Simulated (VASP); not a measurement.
# SrCl2 (Fm-3m) in VASP: settings compared, part 2 of 2

VASP 6.6.1.

### Step 5. Density of states, BLYP

File POSCAR:

```
SrCl2
1.0
    0.0000000000      3.4883500000      3.4883500000
    3.4883500000      0.0000000000      3.4883500000
    3.4883500000      3.4883500000      0.0000000000
Sr Cl
1 2
Direct
    0.0000000000      0.0000000000      0.0000000000
    0.7500000000      0.7500000000      0.7500000000
    0.2500000000      0.2500000000      0.2500000000
```

File INCAR.step1:

```
AGGAC = 1.0
AGGAX = 1.0
ALDAC = 0.0
ALDAX = 1.0
ALGO = Normal
EDIFF = 1E-6
ENCUT = 520
GGA = B5
ISIF = 2
ISMEAR = -1
LASPH = T
LCHARG = T
LREAL = F
LWAVE = F
NBANDS = 19
NELM = 80
PREC = Accurate
SIGMA = 0.05
```

File KPOINTS.step1:

```
k-points
0
Gamma
  4 4 4
```

File INCAR.step2:

```
AGGAC = 1.0
AGGAX = 1.0
ALDAC = 0.0
ALDAX = 1.0
ALGO = Normal
EDIFF = 1E-6
ENCUT = 520
GGA = B5
ICHARG = 11
ISIF = 2
ISMEAR = -5
LASPH = T
LCHARG = F
LORBIT = 11
LREAL = F
LWAVE = F
NBANDS = 19
NEDOS = 2001
NELM = 80
PREC = Accurate
SIGMA = 0.05
```

File KPOINTS.step2:

```
k-points
0
Gamma
  6 6 6
```

Potentials or basis: VASP PAW PBE potentials, release 64 (Sr_sv, Cl).

Started as:

```sh
cat potpaw_PBE.64/Sr_sv/POTCAR potpaw_PBE.64/Cl/POTCAR > POTCAR
cp INCAR.step1 INCAR
cp KPOINTS.step1 KPOINTS
mpirun -np 1 vasp_std > vasp.out
cp INCAR.step2 INCAR
cp KPOINTS.step2 KPOINTS
mpirun -np 1 vasp_std > vasp.out
```

OUTCAR:

```text
EDIFF = 1E-6
   ENCUT = 520
   GGA = B5
   ICHARG = 11
   ISIF = 2
   ISMEAR = -5
   LASPH = T
   LORBIT = 11
   LREAL = F
   NELM = 80
   PREC = Accurate

 ion  position               nearest neighbor table
   1  0.000  0.000  0.000-   2 3.02   2 3.02   2 3.02   2 3.02   3 3.02   3 3.02   3 3.02   3 3.02

   2  0.750  0.750  0.750-   1 3.02   1 3.02   1 3.02   1 3.02
   3  0.250  0.250  0.250-   1 3.02   1 3.02   1 3.02   1 3.02

  LATTYP: Found a face centered cubic cell.
 ALAT       =     6.9767000000

  Lattice vectors:

 A1 = (   0.0000000000,   3.4883500000,   3.4883500000)
 A2 = (   3.4883500000,   0.0000000000,   3.4883500000)
 A3 = (   3.4883500000,   3.4883500000,   0.0000000000)

Analysis of symmetry for initial positions (statically):
=====================================================================
 Subroutine PRICEL returns:
 Original cell was already a primitive cell.

 Routine SETGRP: Setting up the symmetry group for a
 face centered cubic supercell.

 Subroutine GETGRP returns: Found 48 space group operations
[... 168 lines left out ...]
  band No.  band energies     occupation
      1     -32.4296      2.00000
      2     -14.4607      2.00000
      3     -14.4607      2.00000
      4     -14.4607      2.00000
      5     -12.8102      2.00000
      6     -11.9660      2.00000
[... 329 lines left out ...]
      6     -12.1116      2.00000
[... 11 lines left out ...]
     18      10.0156      0.00000
     19      10.4991      0.00000

------------------------ aborting loop because EDIFF is reached ----------------------------------------

  FORCE on cell =-STRESS in cart. coord.  units (eV):
  Direction    XX          YY          ZZ          XY          YZ          ZX
  --------------------------------------------------------------------------------------
  -------------------------------------------------------------------------------------
  Total        1.4257947      1.4257947      1.4257947      0.0000000     -0.0000000      0.0000000
  in kB       26.9077527     26.9077527     26.9077527      0.0000000     -0.0000000      0.0000000
  external PRESSURE =      26.9077527 kB  Pullay stress =       0.0000000 kB

 VOLUME and BASIS-vectors are now :
 -----------------------------------------------------------------------------
  energy-cutoff  :      520.00
  volume of cell :       84.90
      direct lattice vectors                 reciprocal lattice vectors
     0.000000000  3.488350000  3.488350000    -0.143334241  0.143334241  0.143334241
     3.488350000  0.000000000  3.488350000     0.143334241 -0.143334241  0.143334241
     3.488350000  3.488350000  0.000000000     0.143334241  0.143334241 -0.143334241

 POSITION                                       TOTAL-FORCE (eV/Angst)
 -----------------------------------------------------------------------------------
      0.00000      0.00000      0.00000        -0.000000      0.000000     -0.000000
      5.23252      5.23252      5.23252         0.000000      0.000000      0.000000
      1.74418      1.74418      1.74418         0.000000     -0.000000     -0.000000
 -----------------------------------------------------------------------------------
    total drift:                               -0.000000     -0.000000      0.000000

  FREE ENERGIE OF THE ION-ELECTRON SYSTEM (eV)
  ---------------------------------------------------
  free  energy   TOTEN  =       -11.9265914401 eV

  energy  without entropy=      -11.9265914401  energy(sigma->0) =      -11.92659144

 total charge

# of ion       s       p       d       tot
------------------------------------------
    1        1.996   5.785   0.154   7.935
    2        1.608   3.594   0.000   5.201
    3        1.608   3.594   0.000   5.201
--------------------------------------------------
tot          5.211  12.973   0.154  18.338
```

OSZICAR.step1:

```text
N       E                     dE             d eps       ncg     rms          rms(c)
DAV:   1     0.141164178214E+03    0.14116E+03   -0.11552E+04   304   0.114E+03
DAV:   2    -0.287613976726E+01   -0.14404E+03   -0.13888E+03   414   0.217E+02
DAV:   3    -0.120256916344E+02   -0.91496E+01   -0.91174E+01   402   0.557E+01
DAV:   4    -0.123686813525E+02   -0.34299E+00   -0.34256E+00   495   0.915E+00
DAV:   5    -0.123709361173E+02   -0.22548E-02   -0.22547E-02   399   0.816E-01    0.122E+01
DAV:   6    -0.119516627369E+02    0.41927E+00   -0.83477E-01   351   0.490E+00    0.821E+00
DAV:   7    -0.119280559653E+02    0.23607E-01   -0.40236E-01   415   0.348E+00    0.287E+00
DAV:   8    -0.119263598314E+02    0.16961E-02   -0.63181E-02   345   0.139E+00    0.503E-01
DAV:   9    -0.119263365907E+02    0.23241E-04   -0.28994E-03   348   0.299E-01    0.180E-01
DAV:  10    -0.119265715112E+02   -0.23492E-03   -0.35314E-04   331   0.138E-01    0.283E-02
DAV:  11    -0.119265800526E+02   -0.85414E-05   -0.19127E-05   410   0.298E-02    0.366E-02
DAV:  12    -0.119265814938E+02   -0.14412E-05   -0.31045E-06   351   0.912E-03    0.805E-03
DAV:  13    -0.119265818621E+02   -0.36832E-06   -0.11735E-06   284   0.546E-03
   1 F= -.11926582E+02 E0= -.11926582E+02  d E =-.107310E-10
```

It took 35 s on 1 thread of Intel Xeon Platinum 8488C (Sapphire Rapids), shared host; peak memory 0.22 GiB.

Results:

| Item | Value |
| --- | --- |
| Valence electrons inside the program's atomic spheres | Sr 7.93; Cl 5.20 |

Caveat: the PAW data sets were made with another functional, which shifts forces and pressure a little.
